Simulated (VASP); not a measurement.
# Ge (Cmcm) in VASP: a series of runs

The runs below take Ge through single point, relaxation of cell and atoms, with PBE.

Program: VASP 6.6.1. These are calculated values, not measurements. Logs are shortened: lines on timing, memory, paths and dates and some standing lists are left out, and cuts for length are marked.

## 1. The cell of the first run

The structure is orthorhombic, space group Cmcm (No. 63). The conventional cell has a = 2.808 Å, b = 7.731 Å, c = 3.689 Å, α = 90.00°, β = 90.00°, γ = 90.00°. Within 3.7 Å of Ge (site symmetry m2m) lie 10 Ge at 2.81 to 3.69 Å.

## 2. Single point, PBE

File INCAR:

```
PREC = Accurate
ENCUT = 520
EDIFF = 1E-7
ISMEAR = 0
SIGMA = 0.1
LREAL = False
LASPH = True
NELM = 60
ALGO = Normal
ISIF = 2
LWAVE = False
LCHARG = True
GGA = PE
LELF = True
LVHAR = True
NBANDS = 21
```

File KPOINTS:

```
Automatic mesh
0
Gamma
  6 6 6
```

File POSCAR:

```
Ge
1.0
    1.4037968172     -3.8655976400      0.0000000000
    1.4037968172      3.8655976400      0.0000000000
    0.0000000000      0.0000000000      3.6885342718
Ge
2
Direct
    0.8614511993      0.1385488007      0.2500000000
    0.1385488007      0.8614511993      0.7500000000
```

Potentials or basis: VASP PAW PBE potentials, release 64 (Ge_d).

The run is started by

```console
$ cat potpaw_PBE.64/Ge_d/POTCAR > POTCAR
$ mpirun -np 1 vasp_std > vasp.out
```

OUTCAR:

```text
PREC = Accurate
   ENCUT = 520
   EDIFF = 1E-7
   ISMEAR = 0
   LREAL = False
   LASPH = True
   NELM = 60
   ISIF = 2
   GGA = PE

 ion  position               nearest neighbor table
   1  0.861  0.139  0.250-   2 2.83   2 2.83   2 2.89   2 2.89   2 2.89   2 2.89
   2  0.139  0.861  0.750-   1 2.83   1 2.83   1 2.89   1 2.89   1 2.89   1 2.89

  LATTYP: Found a base centered orthorhombic cell.
 ALAT       =     2.8075936344
 B/A-ratio  =     2.7536731759
 C/A-ratio  =     1.3137707062

  Lattice vectors:

 A1 = (   1.4037968172,  -3.8655976400,   0.0000000000)
 A2 = (   1.4037968172,   3.8655976400,   0.0000000000)
 A3 = (   0.0000000000,   0.0000000000,   3.6885342718)

Analysis of symmetry for initial positions (statically):
=====================================================================
 Subroutine PRICEL returns:
 Original cell was already a primitive cell.

 Routine SETGRP: Setting up the symmetry group for a
 base centered orthorhombic supercell.

 Subroutine GETGRP returns: Found  8 space group operations
 (whereof  4 operations were pure point group operations)
 out of a pool of  8 trial point group operations.

The static configuration has the point symmetry C_2h.
 The point group associated with its full space group is D_2h.

Analysis of symmetry for dynamics (positions and initial velocities):
=====================================================================
 Subroutine PRICEL returns:
 Original cell was already a primitive cell.

 Routine SETGRP: Setting up the symmetry group for a
 base centered orthorhombic supercell.

 Subroutine GETGRP returns: Found  8 space group operations
 (whereof  4 operations were pure point group operations)
 out of a pool of  8 trial point group operations.

The dynamic configuration has the point symmetry C_2h.
 The point group associated with its full space group is D_2h.

 Subroutine INISYM returns: Found  8 space group operations
 (whereof  4 operations are pure point group operations),
 and found     1 'primitive' translations

----------------------------------------------------------------------------------------

                                     Primitive cell

  volume of cell :      40.0318

  direct lattice vectors                    reciprocal lattice vectors
     1.403796817 -3.865597640  0.000000000     0.356176901 -0.129346105  0.000000000
     1.403796817  3.865597640  0.000000000     0.356176901  0.129346105  0.000000000
     0.000000000  0.000000000  3.688534272     0.000000000  0.000000000  0.271110400

  length of vectors
     4.112601442  4.112601442  3.688534272     0.378935878  0.378935878  0.271110400

  position of ions in fractional coordinates (direct lattice)
     0.861451199  0.138548801  0.250000000
     0.138548801  0.861451199  0.750000000

  ion indices of the primitive-cell ions
   primitive index   ion index
                 1           1
                 2           2

----------------------------------------------------------------------------------------

 KPOINTS: Automatic mesh

Automatic generation of k-mesh.
 Grid dimensions read from file:
 generate k-points for:    6    6    6

 Generating k-lattice:

  Cartesian coordinates                     Fractional coordinates (reciprocal lattice)
     0.059362817 -0.021557684  0.000000000     0.166666667  0.000000000  0.000000000
     0.059362817  0.021557684  0.000000000     0.000000000  0.166666667  0.000000000
     0.000000000  0.000000000  0.045185067     0.000000000  0.000000000  0.166666667

  Length of vectors
     0.063155980  0.063155980  0.045185067

  Shift w.r.t. Gamma in fractional coordinates (k-lattice)
     0.000000000  0.000000000  0.000000000

 Subroutine IBZKPT returns following result:
 ===========================================

 Found     52 irreducible k-points:

 Following reciprocal coordinates:
            Coordinates               Weight
  0.000000  0.000000  0.000000      1.000000
  0.166667  0.000000  0.000000      4.000000
  0.333333 -0.000000  0.000000      4.000000
  0.500000  0.000000  0.000000      2.000000
  0.166667  0.166667  0.000000      2.000000
  0.333333  0.166667  0.000000      4.000000
[... 16 lines left out ...]
  0.333333  0.333333  0.166667      4.000000
  0.500000  0.333333  0.166667      8.000000
 [... further k-points ...]
   k-points           NKPTS =     52   k-points in BZ     NKDIM =     52   number of bands    NBANDS=     21
   number of dos      NEDOS =    301   number of ions     NIONS =      2
   total plane-waves  NPLWV =  28672
   dimension x,y,z NGX =    32 NGY =   32 NGZ =   28
   dimension x,y,z NGXF=    64 NGYF=   64 NGZF=   56
   ions per type =               2
   NGX,Y,Z   is equivalent  to a cutoff of  12.94, 12.94, 12.62 a.u.
   NGXF,Y,Z  is equivalent  to a cutoff of  25.87, 25.87, 25.24 a.u.
 SYSTEM =  unknown system
   PREC   = accura    normal or accurate (medium, high low for compatibility)
   ISTART =      0    job   : 0-new  1-cont  2-samecut
   ICHARG =      2    charge: 1-file 2-atom 10-const
   ISPIN  =      1    spin polarized calculation?
   LNONCOLLINEAR =      F non collinear calculations
   LSORBIT =      F    spin-orbit coupling
   LASPH  =      T    aspherical Exc in radial PAW
   ENCUT  =  520.0 eV  38.22 Ry    6.18 a.u.   7.65  7.65  6.86*2*pi/ulx,y,z
   NELM   =     60;   NELMIN=  2; NELMDL= -5     # of ELM steps
   EDIFF  = 0.1E-06   stopping-criterion for ELM
   LREAL  =      F    real-space projection
   EDIFFG = 0.1E-05   stopping-criterion for IOM
   NSW    =      0    number of steps for IOM
   IBRION =     -1    ionic relax: 0-MD 1-quasi-New 2-CG
   NFREE  =      0    steps in history (QN), initial steepest desc. (CG)
   ISIF   =      2    stress and relaxation
   ISYM   =      2    0-nonsym 1-usesym 2-fastsym
   POTIM  = 0.5000    time-step for ionic-motion
   TEBEG  =    0.0;   TEEND  =   0.0 temperature during run
   PSTRESS=    0.0 pullay stress
   NELECT =      28.0000    total number of electrons
   NUPDOWN=      -1.0000    fix difference up-down
   EMIN   =  10.00;   EMAX   =-10.00  energy-range for DOS
   EFERMI =   0.00;   METHOD = LEGACY
   ISMEAR =     0;   SIGMA  =   0.10  broadening in eV -4-tet -1-fermi 0-gaus
   EFERMI_NEDOS =   21; number of points for ismear=-14 and -15
   IALGO  =     38    algorithm
   IMIX   =      4    mixing-type and parameters
     AMIX     =   0.40;   BMIX     =  1.00
     AMIX_MAG =   1.60;   BMIX_MAG =  1.00
  volume/ion in A,a.u.               =      20.02       135.07
  Fermi-wavevector in a.u.,A,eV,Ry     =   1.453202  2.746153 28.732723  2.111796
  Thomas-Fermi vector in A             =   2.570496
   LORBIT       =      0    0 simple, 1 ext, 2 COOP (PROOUT), +10 PAW based schemes
   GGA     = PE    functional components
   LHFCALC =     F    Hartree Fock is set to
   AEXX    =    0.0000 exact exchange contribution
   IVDW    =     0    specifies the selected vdW correction
   LEPSILON=     F    determine dielectric tensor
   LRPA    =     F    only Hartree local field effects (RPA)
 non-spin polarized calculation
 Gauss-broadening in eV      SIGMA  =   0.10
  energy-cutoff  :      520.00
  volume of cell :       40.03
 maximum number of plane-waves:      1094
 NGX is ok and might be reduce to    32
   NGX = 15   NGY = 15   NGZ = 13

 number of electron      28.0000008 magnetization

 Free energy of the ion-electron system (eV)
  ---------------------------------------------------
  ext. energy  EPLUGINS =         0.00000000
  ---------------------------------------------------
  free energy    TOTEN  =        -8.45839360 eV

  energy without entropy =       -8.45580963  energy(sigma->0) =       -8.45710161

 E-fermi :   6.0200     XC(G=0): -10.9299

 val. band max:        5.9295765554   @ k =  -0.3333   0.1667   0.0000
 cond. band min:       6.0757261027   @ k =  -0.3333   0.3333   0.1667
 fundamental gap:      0.1461495474
 Fermi energy:         6.0200408019

 k-point     1 :       0.0000    0.0000    0.0000
  band No.  band energies     occupation
      1     -18.6669      2.00000
      2     -18.6641      2.00000
      3     -18.6585      2.00000
      4     -18.6144      2.00000
      5     -18.5642      2.00000
      6     -18.5438      2.00000
[... 13 lines left out ...]
     20      16.6190      0.00000
     21      17.2127      0.00000

 k-point     2 :       0.1667    0.0000    0.0000
  band No.  band energies     occupation
      1     -18.6583      2.00000
      2     -18.6381      2.00000
      3     -18.6225      2.00000
      4     -18.5980      2.00000
      5     -18.5808      2.00000
      6     -18.5546      2.00000
[... 13 lines left out ...]
     20      17.6600      0.00000
     21      18.6932      0.00000

 k-point     3 :       0.3333   -0.0000    0.0000
  band No.  band energies     occupation
      1     -18.6516      2.00000
      2     -18.6145      2.00000
      3     -18.6134      2.00000
      4     -18.5872      2.00000
      5     -18.5725      2.00000
      6     -18.5516      2.00000
[... 13 lines left out ...]
     20      15.8556      0.00000
     21      16.6828      0.00000

 k-point     4 :       0.5000    0.0000    0.0000
  band No.  band energies     occupation
      1     -18.6513      2.00000
      2     -18.6327      2.00000
      3     -18.6207      2.00000
      4     -18.5903      2.00000
      5     -18.5673      2.00000
      6     -18.5498      2.00000
[... 13 lines left out ...]
     20      16.0150      0.00000
     21      16.7037      0.00000

 k-point     5 :       0.1667    0.1667    0.0000
  band No.  band energies     occupation
      1     -18.6597      2.00000
      2     -18.6111      2.00000
      3     -18.6051      2.00000
      4     -18.5940      2.00000
      5     -18.5672      2.00000
      6     -18.5605      2.00000
[... 13 lines left out ...]
     20      16.3223      0.00000
     21      17.2034      0.00000
[... 382 lines left out ...]
     20      17.0249      0.00000
     21      18.8289      0.00000

 k-point    22 :      -0.1667    0.1667    0.1667
  band No.  band energies     occupation
      1     -18.6794      2.00000
      2     -18.6549      2.00000
      3     -18.6331      2.00000
      4     -18.5961      2.00000
      5     -18.5758      2.00000
      6     -18.5539      2.00000
[... 13 lines left out ...]
     20      16.5114      0.00000
     21      17.7449      0.00000

 k-point    23 :       0.3333    0.3333    0.1667
  band No.  band energies     occupation
      1     -18.6391      2.00000
      2     -18.6123      2.00000
      3     -18.6036      2.00000
      4     -18.5839      2.00000
      5     -18.5648      2.00000
      6     -18.5565      2.00000
[... 13 lines left out ...]
     20      15.3689      0.00000
     21      18.5676      0.00000

 k-point    24 :       0.5000    0.3333    0.1667
  band No.  band energies     occupation
      1     -18.6548      2.00000
      2     -18.6124      2.00000
      3     -18.5980      2.00000
      4     -18.5798      2.00000
      5     -18.5757      2.00000
      6     -18.5620      2.00000
[... 13 lines left out ...]
     20      18.0334      0.00000
     21      19.1371      0.00000

 [... further k-points ...]

------------------------ aborting loop because EDIFF is reached ----------------------------------------

  FORCE on cell =-STRESS in cart. coord.  units (eV):
  Direction    XX          YY          ZZ          XY          YZ          ZX
  --------------------------------------------------------------------------------------
  -------------------------------------------------------------------------------------
  Total       -0.0098086      0.0507925     -0.0509425      0.0000000      0.0000000      0.0000000
  in kB       -0.3925658      2.0328500     -2.0388541      0.0000000      0.0000000      0.0000000
  external PRESSURE =      -0.1328566 kB  Pullay stress =       0.0000000 kB

 VOLUME and BASIS-vectors are now :
 -----------------------------------------------------------------------------
  energy-cutoff  :      520.00
  volume of cell :       40.03
      direct lattice vectors                 reciprocal lattice vectors
     1.403796817 -3.865597640  0.000000000     0.356176901 -0.129346105  0.000000000
     1.403796817  3.865597640  0.000000000     0.356176901  0.129346105  0.000000000
     0.000000000  0.000000000  3.688534272     0.000000000  0.000000000  0.271110400

 POSITION                                       TOTAL-FORCE (eV/Angst)
 -----------------------------------------------------------------------------------
      1.40380     -2.79445      0.92213         0.000000     -0.012269     -0.000000
      1.40380      2.79445      2.76640         0.000000      0.012269      0.000000
 -----------------------------------------------------------------------------------
    total drift:                                0.000000      0.000000      0.000000

  FREE ENERGIE OF THE ION-ELECTRON SYSTEM (eV)
  ---------------------------------------------------
  free  energy   TOTEN  =        -8.4583935955 eV

  energy  without entropy=       -8.4558096283  energy(sigma->0) =       -8.45710161
```

Run time: 34 s. Hardware: 1 thread of Intel Xeon Platinum 8259CL at 2.50GHz (Skylake/Cascade Lake), shared host; peak memory 0.18 GiB.

Results:

| Quantity | Value |
| --- | --- |
| Free energy | -8.4584 eV |
| Pressure | 0.0 GPa |
| Largest force | 0.012 eV/Å |
| Band gap on the k mesh | zero (bands 14 and 15 overlap by 4.37 eV) |

Forces in eV/Å, atoms in the order of the input:
```
Ge   0.000 -0.012  0.000
Ge   0.000  0.012  0.000
```

Stress tensor (GPa, compression positive):
```
-0.04  0.00  0.00
 0.00  0.20  0.00
 0.00  0.00 -0.20
```

Caveat: the k points lie up to 0.40 Å⁻¹ apart, too coarse for converged energies and pressures of a metal.

## 3. Single point, PBE

This run uses another cell than the first one, of 23.58 Å³/atom.

File INCAR:

```
ALGO = Normal
EDIFF = 1E-7
ENCUT = 520
GGA = PE
ISIF = 2
ISMEAR = 0
LASPH = T
LCHARG = F
LREAL = F
LWAVE = F
NBANDS = 21
NELM = 80
PREC = Accurate
SIGMA = 0.1
```

File KPOINTS:

```
k-points
0
Gamma
  6 6 6
```

File POSCAR:

```
Ge
1.0
    1.5669079561     -4.3927454079      0.0000000000
    1.5669079561      4.3927454079      0.0000000000
    0.0000000000      0.0000000000      3.4255849798
Ge
2
Direct
    0.8670000000      0.1330000000      0.2500000000
    0.1330000000      0.8670000000      0.7500000000
```

Potentials or basis: VASP PAW PBE potentials, release 64 (Ge_d).

The run is started by

```console
$ cat potpaw_PBE.64/Ge_d/POTCAR > POTCAR
$ mpirun -np 1 vasp_std > vasp.out
```

Wall time 46 s (1 thread of Intel Xeon Platinum 8259CL at 2.50GHz (Skylake/Cascade Lake), shared host); peak memory 0.2 GiB.

It converged, with:

* Free energy: -8.1545 eV
* Pressure: -6.5 GPa
* Largest force: 0.301 eV/Å
* Band gap on the k mesh: zero (bands 14 and 15 overlap by 4.43 eV)

Forces in eV/Å, atoms in the order of the input:
```
Ge   0.000  0.301  0.000
Ge   0.000 -0.301  0.000
```

Stress tensor (GPa, compression positive):
```
-8.86  0.00  0.00
 0.00 -6.00  0.00
 0.00  0.00 -4.76
```

Levels at points of the mesh, in eV from the Fermi level:
```tsv
k point	band 11	band 12	band 13	band 14	band 15	band 16	band 17	band 18
(0.00, 0.00, 0.00)	-11.60	-5.28	-3.15	0.69	4.32	4.77	5.09	6.55
(0.50, 0.00, 0.00)	-8.63	-6.68	-2.76	-2.71	2.83	3.21	4.86	5.37
(0.50, 0.50, 0.00)	-9.98	-9.51	2.40	2.63	2.87	2.92	3.07	6.97
(0.00, 0.00, 0.50)	-8.70	-8.70	-0.27	-0.27	0.13	0.13	5.81	5.81
(0.50, 0.00, 0.50)	-6.12	-6.12	-2.78	-2.78	-0.10	-0.10	2.26	2.26
(0.50, 0.50, 0.50)	-7.94	-7.94	-4.50	-4.50	5.48	5.48	6.80	6.80
```

Caveat: the cell stands under tension.

## 4. Relaxation of cell and atoms, PBE

This run uses another cell than the first one, of 23.58 Å³/atom.

File INCAR:

```
SYSTEM = Ge
PREC = Accurate
ENCUT = 600
EDIFF = 1E-6
ISMEAR = 0
SIGMA = 0.1
LREAL = .False.
LASPH = .True.
NELM = 100
ALGO = Normal
ISIF = 3
LWAVE = .False.
LCHARG = .False.
GGA = PE
IBRION = 2
NSW = 90
EDIFFG = -0.04
```

File KPOINTS:

```
regular mesh
0
Gamma
  6 6 6
  0 0 0
```

POSCAR is that of step 3.

The run is started by

```console
$ cat potpaw_PBE.64/Ge_d/POTCAR > POTCAR
$ mpirun -np 1 vasp_std > vasp.out
```

It took 5.4 min on 1 thread of Intel Xeon Platinum 8259CL at 2.50GHz (Skylake/Cascade Lake), shared host; peak memory 0.23 GiB.

Results (log left out):

* Free energy: -8.3915 eV
* Relaxed volume: 20.13 Å³/atom
* Relaxed cell: a = 4.510 Å, b = 4.510 Å, c = 3.330 Å, α = 90.00°, β = 90.00°, γ = 143.54°
* Space group after relaxing (to 0.1 Å): Cmcm (No. 63)
* Energy gained by relaxing: 118.4 meV/atom
* Ionic steps: 11
* Pressure after relaxing: 0.0 GPa
* Band gap on the k mesh: zero (bands 14 and 15 overlap by 4.58 eV)

Stress tensor (GPa, compression positive):
```
-0.31  0.00  0.00
 0.00  0.03  0.00
 0.00  0.00  0.17
```

The path:
| step | energy change (eV) | largest force (eV/Å) | pressure (GPa) | volume (Å³) |
| --- | --- | --- | --- | --- |
| 1 | 0.0000 | 0.3015 | -6.60 | 47.16 |
| 2 | -0.1900 | 0.1318 | -0.51 | 40.82 |
| 3 | -0.1962 | 0.0942 | 0.52 | 39.85 |
| 4 | -0.1962 | 0.0773 | 1.33 | 39.40 |
| 5 | -0.2211 | 0.0466 | 2.67 | 38.71 |
| 6 | -0.2254 | 0.0495 | 2.28 | 38.89 |
| 7 | -0.2355 | 0.0810 | -0.12 | 40.43 |
| 8 | -0.2357 | 0.0796 | 0.00 | 40.31 |
| 9 | -0.2364 | 0.0527 | -0.21 | 40.37 |
| 10 | -0.2365 | 0.0318 | -0.27 | 40.42 |
| 11 | -0.2369 | 0.0014 | -0.03 | 40.26 |

Final structure:
```xyz
2
Lattice="1.4112 -4.2840 0.0000 1.4112 4.2840 0.0000 0.0000 0.0000 3.3301" Properties=species:S:1:pos:R:3 pbc="T T T"
Ge    1.4112   -3.1060    0.8325
Ge    1.4112    3.1060    2.4975
```

Levels at points of the mesh, in eV from the Fermi level:
| k point | band 12 | band 13 | band 14 | band 15 | band 16 | band 17 |
| --- | --- | --- | --- | --- | --- | --- |
| (0.00, 0.00, 0.00) | -5.73 | -3.99 | 0.07 | 4.19 | 6.14 | 6.72 |
| (0.50, 0.00, 0.00) | -7.11 | -3.42 | -2.86 | 3.04 | 3.77 | 5.23 |
| (0.50, 0.50, 0.00) | -10.22 | 1.59 | 2.77 | 2.77 | 2.91 | 4.83 |
| (0.00, 0.00, 0.50) | -9.72 | -1.03 | -1.03 | -0.15 | -0.15 | 8.03 |
| (0.50, 0.00, 0.50) | -5.68 | -3.57 | -3.57 | -0.13 | -0.13 | 2.20 |
| (0.50, 0.50, 0.50) | -8.84 | -5.44 | -5.44 | 7.29 | 7.29 | 7.67 |

## 5. Overview

```tsv
task	cell	cutoff (eV)	gap on the mesh (eV)	pressure (GPa)	largest force (eV/Å)
single point	a = 4.113, b = 4.113, c = 3.689 Å, angles 90.0, 90.0, 140.1°, 2 atoms, atomic positions A	520	none	0.0	0.01
single point	a = 4.664, b = 4.664, c = 3.426 Å, angles 90.0, 90.0, 140.7°, 2 atoms, atomic positions B	520	none	-6.5	0.30
relaxation of cell and atoms	relaxed from a = 4.664, b = 4.664, c = 3.426 Å, angles 90.0, 90.0, 140.7°, 2 atoms, atomic positions B	600	none	0.0	-
```

Alike in all rows: level PBE; potentials or basis VASP PAW PBE potentials, release 64 (Ge_d); no spin polarisation; k mesh 6 × 6 × 6; smearing gaussian 0.1 eV.

Caveats: some runs use coarse meshes; the cell stands under tension (at least some runs).

Absolute energies hang on the potentials; compare differences alone.
